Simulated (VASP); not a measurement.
# Ag2O (Pn-3m) in VASP: further runs

Ag2O is run at these levels: r2SCAN; tasks: single point.

Everything below comes from runs of VASP 6.6.1. Logs are shortened: lines on timing, memory, paths and dates and some standing lists are left out, and cuts for length are marked.

### 1 The cell of the first run

Symmetry: Pn-3m, No. 224, cubic system. Conventional cell: a = 4.659 Å, b = 4.659 Å, c = 4.659 Å, α = 90.00°, β = 90.00°, γ = 90.00°. Within 2.7 Å of Ag (site symmetry -3m) lie 2 O at 2.02 Å. Within 2.7 Å of O (site symmetry -43m) lie 4 Ag at 2.02 Å.

### 2 Single point, r2SCAN (16.86 Å³/atom)

File POSCAR:

```
Ag2O
1.0
    4.6591266099      0.0000000000      0.0000000000
    0.0000000000      4.6591266099      0.0000000000
    0.0000000000      0.0000000000      4.6591266099
Ag O
4 2
Direct
    0.2500000000      0.2500000000      0.2500000000
    0.2500000000      0.7500000000      0.7500000000
    0.7500000000      0.7500000000      0.2500000000
    0.7500000000      0.2500000000      0.7500000000
    0.0000000000      0.0000000000      0.0000000000
    0.5000000000      0.5000000000      0.5000000000
```

File INCAR.step1:

```
PREC     = Accurate       # precision mode
ENCUT    = 660            # plane-wave cutoff, eV
ISMEAR   = 0              # smearing method
SIGMA    = 0.01           # smearing width, eV
LREAL    = F              # projectors in reciprocal space
LASPH    = T              # aspherical terms in the spheres
NELM     = 120            # most SCF steps
NBANDS   = 37             # bands
GGA      = PE             # functional
ALGO     = Normal         # electronic algorithm
EDIFF    = 1E-5           # SCF threshold, eV
LWAVE    = T              # write WAVECAR
LCHARG   = F              # write CHGCAR
GGA_COMPAT= F
```

File INCAR.step2:

```
PREC     = Accurate       # precision mode
ENCUT    = 660            # plane-wave cutoff, eV
EDIFF    = 1E-6           # SCF threshold, eV
ISMEAR   = 0              # smearing method
SIGMA    = 0.01           # smearing width, eV
LREAL    = F              # projectors in reciprocal space
LASPH    = T              # aspherical terms in the spheres
NELM     = 120            # most SCF steps
ALGO     = Normal         # electronic algorithm
ISIF     = 2              # what is computed and relaxed
LWAVE    = F              # write WAVECAR
LCHARG   = F              # write CHGCAR
METAGGA  = R2SCAN         # meta-GGA
LMIXTAU  = T            
NBANDS   = 37             # bands
ISTART   = 1            
GGA_COMPAT= F
```

File KPOINTS:

```
Automatic mesh
0
Gamma
  8 8 8
```

Potentials or basis: VASP PAW PBE potentials, release 64 (Ag, O).

Started as:

```
$ cat potpaw_PBE.64/Ag/POTCAR potpaw_PBE.64/O/POTCAR > POTCAR
$ cp INCAR.step1 INCAR
$ mpirun -np 1 vasp_std > vasp.out
$ cp INCAR.step2 INCAR
$ mpirun -np 1 vasp_std > vasp.out
```

OUTCAR:

```text
PREC = Accurate
   ENCUT = 660
   EDIFF = 1E-6
   ISMEAR = 0
   LREAL = F
   LASPH = T
   NELM = 120
   ISIF = 2
   METAGGA = R2SCAN
   ISTART = 1

 ion  position               nearest neighbor table
   1  0.250  0.250  0.250-   5 2.02   6 2.02   4 3.29   2 3.29   3 3.29   2 3.29   4 3.29   2 3.29
                             3 3.29   2 3.29   3 3.29   4 3.29   4 3.29   3 3.29
   2  0.250  0.750  0.750-   5 2.02   6 2.02   4 3.29   1 3.29   3 3.29   1 3.29   3 3.29   1 3.29
                             4 3.29   1 3.29   3 3.29   4 3.29   3 3.29   4 3.29
   3  0.750  0.750  0.250-   5 2.02   6 2.02   4 3.29   1 3.29   2 3.29   2 3.29   4 3.29   1 3.29
                             4 3.29   4 3.29   1 3.29   2 3.29   2 3.29   1 3.29
   4  0.750  0.250  0.750-   5 2.02   6 2.02   3 3.29   1 3.29   2 3.29   1 3.29   3 3.29   2 3.29
                             3 3.29   3 3.29   1 3.29   2 3.29   1 3.29   2 3.29
   5  0.000  0.000  0.000-   1 2.02   2 2.02   3 2.02   4 2.02
   6  0.500  0.500  0.500-   1 2.02   2 2.02   3 2.02   4 2.02

  LATTYP: Found a simple cubic cell.
 ALAT       =     4.6591266099

  Lattice vectors:

 A1 = (   4.6591266099,   0.0000000000,   0.0000000000)
 A2 = (   0.0000000000,   4.6591266099,   0.0000000000)
 A3 = (   0.0000000000,   0.0000000000,   4.6591266099)

Analysis of symmetry for initial positions (statically):
=====================================================================
 Subroutine PRICEL returns:
 Original cell was already a primitive cell.

 Routine SETGRP: Setting up the symmetry group for a
 simple cubic supercell.

 Subroutine GETGRP returns: Found 48 space group operations
 (whereof 24 operations were pure point group operations)
 out of a pool of 48 trial point group operations.

The static configuration has the point symmetry T_d .
 The point group associated with its full space group is O_h .

Analysis of symmetry for dynamics (positions and initial velocities):
=====================================================================
 Subroutine PRICEL returns:
 Original cell was already a primitive cell.

 Routine SETGRP: Setting up the symmetry group for a
 simple cubic supercell.

 Subroutine GETGRP returns: Found 48 space group operations
 (whereof 24 operations were pure point group operations)
 out of a pool of 48 trial point group operations.

The dynamic configuration has the point symmetry T_d .
 The point group associated with its full space group is O_h .

 Subroutine INISYM returns: Found 48 space group operations
 (whereof 24 operations are pure point group operations),
 and found     1 'primitive' translations

----------------------------------------------------------------------------------------

                                     Primitive cell

  volume of cell :     101.1378

  direct lattice vectors                    reciprocal lattice vectors
     4.659126610  0.000000000  0.000000000     0.214632502  0.000000000  0.000000000
     0.000000000  4.659126610  0.000000000     0.000000000  0.214632502  0.000000000
     0.000000000  0.000000000  4.659126610     0.000000000  0.000000000  0.214632502

  length of vectors
     4.659126610  4.659126610  4.659126610     0.214632502  0.214632502  0.214632502

  position of ions in fractional coordinates (direct lattice)
     0.250000000  0.250000000  0.250000000
     0.250000000  0.750000000  0.750000000
     0.750000000  0.750000000  0.250000000
     0.750000000  0.250000000  0.750000000
     0.000000000  0.000000000  0.000000000
     0.500000000  0.500000000  0.500000000

  ion indices of the primitive-cell ions
   primitive index   ion index
                 1           1
                 2           2
                 3           3
                 4           4
                 5           5
                 6           6

----------------------------------------------------------------------------------------

 KPOINTS: Automatic mesh

Automatic generation of k-mesh.
 Grid dimensions read from file:
 generate k-points for:    8    8    8

 Generating k-lattice:

  Cartesian coordinates                     Fractional coordinates (reciprocal lattice)
     0.026829063  0.000000000  0.000000000     0.125000000  0.000000000  0.000000000
     0.000000000  0.026829063  0.000000000     0.000000000  0.125000000  0.000000000
     0.000000000  0.000000000  0.026829063     0.000000000  0.000000000  0.125000000

  Length of vectors
     0.026829063  0.026829063  0.026829063

  Shift w.r.t. Gamma in fractional coordinates (k-lattice)
     0.000000000  0.000000000  0.000000000

 Subroutine IBZKPT returns following result:
 ===========================================

 Found     35 irreducible k-points:

 Following reciprocal coordinates:
            Coordinates               Weight
  0.000000  0.000000  0.000000      1.000000
  0.125000  0.000000  0.000000      6.000000
  0.250000  0.000000  0.000000      6.000000
  0.375000  0.000000  0.000000      6.000000
  0.500000  0.000000  0.000000      3.000000
  0.125000  0.125000  0.000000     12.000000
[... 16 lines left out ...]
  0.375000  0.375000  0.125000     24.000000
  0.500000  0.375000  0.125000     24.000000
 [... further k-points ...]
   k-points           NKPTS =     35   k-points in BZ     NKDIM =     35   number of bands    NBANDS=     37
   number of dos      NEDOS =    301   number of ions     NIONS =      6
   total plane-waves  NPLWV =  64000
   dimension x,y,z NGX =    40 NGY =   40 NGZ =   40
   dimension x,y,z NGXF=    80 NGYF=   80 NGZF=   80
   ions per type =               4   2
   NGX,Y,Z   is equivalent  to a cutoff of  14.27, 14.27, 14.27 a.u.
   NGXF,Y,Z  is equivalent  to a cutoff of  28.55, 28.55, 28.55 a.u.
 SYSTEM =  unknown system
   PREC   = accura    normal or accurate (medium, high low for compatibility)
   ISTART =      1    job   : 0-new  1-cont  2-samecut
   ICHARG =      0    charge: 1-file 2-atom 10-const
   ISPIN  =      1    spin polarized calculation?
   LNONCOLLINEAR =      F non collinear calculations
   LSORBIT =      F    spin-orbit coupling
   LASPH  =      T    aspherical Exc in radial PAW
   ENCUT  =  660.0 eV  48.51 Ry    6.96 a.u.   9.76  9.76  9.76*2*pi/ulx,y,z
   NELM   =    120;   NELMIN=  2; NELMDL=  0     # of ELM steps
   EDIFF  = 0.1E-05   stopping-criterion for ELM
   LREAL  =      F    real-space projection
   EDIFFG = 0.1E-04   stopping-criterion for IOM
   NSW    =      0    number of steps for IOM
   IBRION =     -1    ionic relax: 0-MD 1-quasi-New 2-CG
   NFREE  =      0    steps in history (QN), initial steepest desc. (CG)
   ISIF   =      2    stress and relaxation
   ISYM   =      2    0-nonsym 1-usesym 2-fastsym
   POTIM  = 0.5000    time-step for ionic-motion
   TEBEG  =    0.0;   TEEND  =   0.0 temperature during run
   PSTRESS=    0.0 pullay stress
   NELECT =      56.0000    total number of electrons
   NUPDOWN=      -1.0000    fix difference up-down
   EMIN   =  10.00;   EMAX   =-10.00  energy-range for DOS
   EFERMI =   0.00;   METHOD = LEGACY
   ISMEAR =     0;   SIGMA  =   0.01  broadening in eV -4-tet -1-fermi 0-gaus
   EFERMI_NEDOS =   21; number of points for ismear=-14 and -15
   IALGO  =     38    algorithm
   IMIX   =      4    mixing-type and parameters
     AMIX     =   0.40;   BMIX     =  1.00
     AMIX_MAG =   1.60;   BMIX_MAG =  1.00
  volume/ion in A,a.u.               =      16.86       113.75
  Fermi-wavevector in a.u.,A,eV,Ry     =   1.344311  2.540379 24.588058  1.807171
  Thomas-Fermi vector in A             =   2.472315
   LORBIT       =      0    0 simple, 1 ext, 2 COOP (PROOUT), +10 PAW based schemes
   METAGGA = R2SCAN    functional components
   LHFCALC =     F    Hartree Fock is set to
   AEXX    =    0.0000 exact exchange contribution
   IVDW    =     0    specifies the selected vdW correction
   LEPSILON=     F    determine dielectric tensor
   LRPA    =     F    only Hartree local field effects (RPA)
 non-spin polarized calculation
 Gauss-broadening in eV      SIGMA  =   0.01
  energy-cutoff  :      660.00
  volume of cell :      101.14
 maximum number of plane-waves:      3948
 NGX is ok and might be reduce to    40
   NGX = 19   NGY = 19   NGZ = 19

 number of electron      56.0000034 magnetization

 Free energy of the ion-electron system (eV)
  ---------------------------------------------------
  ext. energy  EPLUGINS =         0.00000000
  ---------------------------------------------------
  free energy    TOTEN  =       -98.24765807 eV

  energy without entropy =      -98.24765807  energy(sigma->0) =      -98.24765807

 E-fermi :   5.0785     XC(G=0): -11.3342

 val. band max:        4.9919327146   @ k =   0.0000   0.0000   0.0000
 cond. band min:       5.3306256569   @ k =   0.0000   0.0000   0.0000
 fundamental gap:      0.3386929423
 Fermi energy:         5.0784595682

 k-point     1 :       0.0000    0.0000    0.0000
  band No.  band energies     occupation
      1     -15.3493      2.00000
      2     -14.5896      2.00000
      3      -2.4594      2.00000
      4      -2.4594      2.00000
      5      -2.4594      2.00000
      6       0.0192      2.00000
[... 29 lines left out ...]
     36      14.2129      0.00000
     37      14.2129      0.00000

 k-point     2 :       0.1250    0.0000    0.0000
  band No.  band energies     occupation
      1     -15.3221      2.00000
      2     -14.6205      2.00000
      3      -2.4020      2.00000
      4      -2.4020      2.00000
      5      -2.3786      2.00000
      6       0.0920      2.00000
[... 29 lines left out ...]
     36      13.9901      0.00000
     37      13.9901      0.00000

 k-point     3 :       0.2500    0.0000    0.0000
  band No.  band energies     occupation
      1     -15.2439      2.00000
      2     -14.7074      2.00000
      3      -2.2394      2.00000
      4      -2.2394      2.00000
      5      -2.1429      2.00000
      6      -0.2470      2.00000
[... 29 lines left out ...]
     36      13.5508      0.00000
     37      13.5508      0.00000
[... 761 lines left out ...]
 k-point    23 :       0.3750    0.3750    0.1250
  band No.  band energies     occupation
      1     -15.0957      2.00000
      2     -14.8545      2.00000
      3      -2.1419      2.00000
      4      -2.0291      2.00000
      5      -1.5783      2.00000
      6      -0.9594      2.00000
[... 29 lines left out ...]
     36      14.8500      0.00000
     37      14.9393      0.00000

 k-point    24 :       0.5000    0.3750    0.1250
  band No.  band energies     occupation
      1     -15.0925      2.00000
      2     -14.8562      2.00000
      3      -2.0830      2.00000
      4      -2.0794      2.00000
      5      -1.6456      2.00000
      6      -0.8750      2.00000
[... 29 lines left out ...]
     36      14.4025      0.00000
     37      15.0310      0.00000

 [... further k-points ...]
[... 5 lines left out ...]
  --------------------------------------------------------------------------------------
  -------------------------------------------------------------------------------------
  Total        3.6839086      3.6839086      3.6839086      0.0000000      0.0000000      0.0000000
  in kB       58.3587384     58.3587384     58.3587384      0.0000000      0.0000000      0.0000000
  external PRESSURE =      58.3587384 kB  Pullay stress =       0.0000000 kB

 VOLUME and BASIS-vectors are now :
 -----------------------------------------------------------------------------
  energy-cutoff  :      660.00
  volume of cell :      101.14
      direct lattice vectors                 reciprocal lattice vectors
     4.659126610  0.000000000  0.000000000     0.214632502  0.000000000  0.000000000
     0.000000000  4.659126610  0.000000000     0.000000000  0.214632502  0.000000000
     0.000000000  0.000000000  4.659126610     0.000000000  0.000000000  0.214632502

 POSITION                                       TOTAL-FORCE (eV/Angst)
 -----------------------------------------------------------------------------------
      1.16478      1.16478      1.16478         0.000000     -0.000000     -0.000000
      1.16478      3.49434      3.49434        -0.000000     -0.000000      0.000000
      3.49434      3.49434      1.16478         0.000000     -0.000000      0.000000
      3.49434      1.16478      3.49434        -0.000000      0.000000     -0.000000
      0.00000      0.00000      0.00000         0.000000     -0.000000     -0.000000
      2.32956      2.32956      2.32956         0.000000     -0.000000      0.000000
 -----------------------------------------------------------------------------------
    total drift:                                0.000000     -0.000000     -0.000000

  FREE ENERGIE OF THE ION-ELECTRON SYSTEM (eV)
  ---------------------------------------------------
  free  energy   TOTEN  =       -98.2476580664 eV

  energy  without entropy=      -98.2476580664  energy(sigma->0) =      -98.24765807
```

It took 16 min on 1 thread of Oxide Virtual Turin-like, shared host; peak memory 0.31 GiB.

Results:

```yaml
Free_energy: -98.2477 eV
Pressure: 5.8 GPa
Band_gap_on_the_k_mesh: 0.34 eV
```

Levels at points of the mesh, in eV from the valence-band top:
```tsv
k point	band 26	band 27	band 28	band 29	band 30	band 31
(0.00, 0.00, 0.00)	0.00	0.00	0.00	0.34	2.19	2.19
(0.50, 0.00, 0.00)	-1.77	-0.52	-0.52	2.42	2.42	5.07
(0.50, 0.50, 0.00)	-1.79	-0.90	-0.90	2.41	2.41	4.10
(0.50, 0.50, 0.50)	-0.75	-0.75	-0.75	2.75	2.75	2.75
```

Caveat: the cell stands under pressure; semilocal functionals underestimate gaps, and a narrow one can read as zero; the PAW data sets were made with another functional, which shifts forces and pressure a little. A k mesh can miss the band edges.

### 3 Single point, r2SCAN (17.39 Å³/atom)

This run uses another cell than the first one, of 17.39 Å³/atom.

Edit POSCAR of step 2 so:

```diff
@@ -2,5 +2,5 @@
 1.0
-    4.6591266099      0.0000000000      0.0000000000
-    0.0000000000      4.6591266099      0.0000000000
-    0.0000000000      0.0000000000      4.6591266099
+    4.7081736522      0.0000000000      0.0000000000
+    0.0000000000      4.7081736522      0.0000000000
+    0.0000000000      0.0000000000      4.7081736522
 Ag O
```

File INCAR.step1:

```
SYSTEM = Ag2O
PREC = Accurate
ENCUT = 660
ISMEAR = 0
SIGMA = 0.01
LREAL = .False.
LASPH = .True.
NELM = 120
NBANDS = 37
GGA = PE
ALGO = Normal
EDIFF = 1E-5
LWAVE = .True.
LCHARG = .False.
GGA_COMPAT = .False.
```

File INCAR.step2:

```
SYSTEM = Ag2O
PREC = Accurate
ENCUT = 660
EDIFF = 1E-6
ISMEAR = 0
SIGMA = 0.01
LREAL = .False.
LASPH = .True.
NELM = 120
ALGO = Normal
ISIF = 2
LWAVE = .False.
LCHARG = .True.
METAGGA = R2SCAN
LMIXTAU = .True.
LELF = .True.
LVHAR = .True.
NBANDS = 37
ISTART = 1
GGA_COMPAT = .False.
```

File KPOINTS:

```
Automatic mesh
0
Gamma
  8 8 8
  0 0 0
```

Potentials or basis: VASP PAW PBE potentials, release 64 (Ag, O).

Started as:

```
$ cat potpaw_PBE.64/Ag/POTCAR potpaw_PBE.64/O/POTCAR > POTCAR
$ cp INCAR.step1 INCAR
$ mpirun -np 1 vasp_std > vasp.out
$ cp INCAR.step2 INCAR
$ mpirun -np 1 vasp_std > vasp.out
```

It took 15 min on 1 thread of Oxide Virtual Turin-like, shared host; peak memory 0.32 GiB.

Results (log left out):

```
Free energy            : -98.3344 eV
Pressure               : 2.6 GPa
Band gap on the k mesh : 0.28 eV
```

Levels at points of the mesh, in eV from the valence-band top:
| k point | band 24 | band 25 | band 26 | band 27 | band 28 | band 29 | band 30 | band 31 | band 32 | band 33 |
| --- | --- | --- | --- | --- | --- | --- | --- | --- | --- | --- |
| (0.00, 0.00, 0.00) | -2.82 | -2.82 | 0.00 | 0.00 | 0.00 | 0.28 | 2.32 | 2.32 | 7.83 | 7.83 |
| (0.50, 0.00, 0.00) | -2.69 | -1.69 | -1.69 | -0.49 | -0.49 | 2.38 | 2.38 | 5.09 | 5.09 | 7.48 |
| (0.50, 0.50, 0.00) | -2.06 | -1.70 | -1.70 | -0.85 | -0.85 | 2.42 | 2.42 | 4.07 | 4.07 | 7.23 |
| (0.50, 0.50, 0.50) | -2.91 | -1.78 | -0.71 | -0.71 | -0.71 | 2.85 | 2.85 | 2.85 | 5.31 | 5.31 |

Caveat: semilocal functionals underestimate gaps, and a narrow one can read as zero; the PAW data sets were made with another functional, which shifts forces and pressure a little.

### 4 Single point, r2SCAN

This run uses another cell than the first one, of 17.93 Å³/atom.

Edit POSCAR of step 3 so:

```diff
@@ -2,5 +2,5 @@
 1.0
-    4.7081736522      0.0000000000      0.0000000000
-    0.0000000000      4.7081736522      0.0000000000
-    0.0000000000      0.0000000000      4.7081736522
+    4.7562195589      0.0000000000      0.0000000000
+    0.0000000000      4.7562195589      0.0000000000
+    0.0000000000      0.0000000000      4.7562195589
 Ag O
```

File INCAR.step1:

```
SYSTEM = Ag2O
ALGO = Normal
EDIFF = 1E-5
ENCUT = 660
GGA = PE
GGA_COMPAT = .False.
ISMEAR = 0
LASPH = .True.
LCHARG = .False.
LREAL = .False.
LWAVE = .True.
NBANDS = 37
NELM = 120
PREC = Accurate
SIGMA = 0.01
```

File INCAR.step2:

```
SYSTEM = Ag2O
ALGO = Normal
EDIFF = 1E-6
ENCUT = 660
GGA_COMPAT = .False.
ISIF = 2
ISMEAR = 0
ISTART = 1
LASPH = .True.
LCHARG = .False.
LMIXTAU = .True.
LREAL = .False.
LWAVE = .False.
METAGGA = R2SCAN
NBANDS = 37
NELM = 120
PREC = Accurate
SIGMA = 0.01
```

File KPOINTS:

```
k-points
0
Gamma
  8 8 8
  0 0 0
```

Started as:

```
$ cat potpaw_PBE.64/Ag/POTCAR potpaw_PBE.64/O/POTCAR > POTCAR
$ cp INCAR.step1 INCAR
$ mpirun -np 1 vasp_std > vasp.out
$ cp INCAR.step2 INCAR
$ mpirun -np 1 vasp_std > vasp.out
```

Run time: 14 min. Hardware: 1 thread of Oxide Virtual Turin-like, shared host; peak memory 0.32 GiB.

It converged, with:

```yaml
Free_energy: -98.3608 eV
Pressure: -0.2 GPa
Band_gap_on_the_k_mesh: 0.24 eV
```

Levels at points of the mesh, in eV from the valence-band top:
| k point | band 26 | band 27 | band 28 | band 29 | band 30 | band 31 |
| --- | --- | --- | --- | --- | --- | --- |
| (0.00, 0.00, 0.00) | 0.00 | 0.00 | 0.00 | 0.24 | 2.43 | 2.43 |
| (0.50, 0.00, 0.00) | -1.61 | -0.46 | -0.46 | 2.34 | 2.34 | 5.11 |
| (0.50, 0.50, 0.00) | -1.62 | -0.81 | -0.81 | 2.43 | 2.43 | 4.04 |
| (0.50, 0.50, 0.50) | -0.68 | -0.68 | -0.68 | 2.94 | 2.94 | 2.94 |

Caveat: semilocal functionals underestimate gaps, and a narrow one can read as zero; the PAW data sets were made with another functional, which shifts forces and pressure a little. A k mesh can miss the band edges.

### 5 Summary

| cell | gap on the mesh (eV) | pressure (GPa) |
| --- | --- | --- |
| a = 4.659 Å, 6 atoms | 0.34 | 5.8 |
| a = 4.708 Å, 6 atoms | 0.28 | 2.6 |
| a = 4.756 Å, 6 atoms | 0.24 | -0.2 |

Alike in all rows: task single point; level r2SCAN; potentials or basis VASP PAW PBE potentials, release 64 (Ag, O); no spin polarisation; k mesh 8 × 8 × 8; cutoff (eV) 660; smearing gaussian 0.01 eV.

Caveats: semilocal functionals underestimate gaps, and a narrow one can read as zero; the PAW data sets were made with another functional, which shifts forces and pressure a little; the cell stands under pressure (at least some runs).

Total energies depend on the potentials used, so only differences within one code and one set of settings carry meaning.
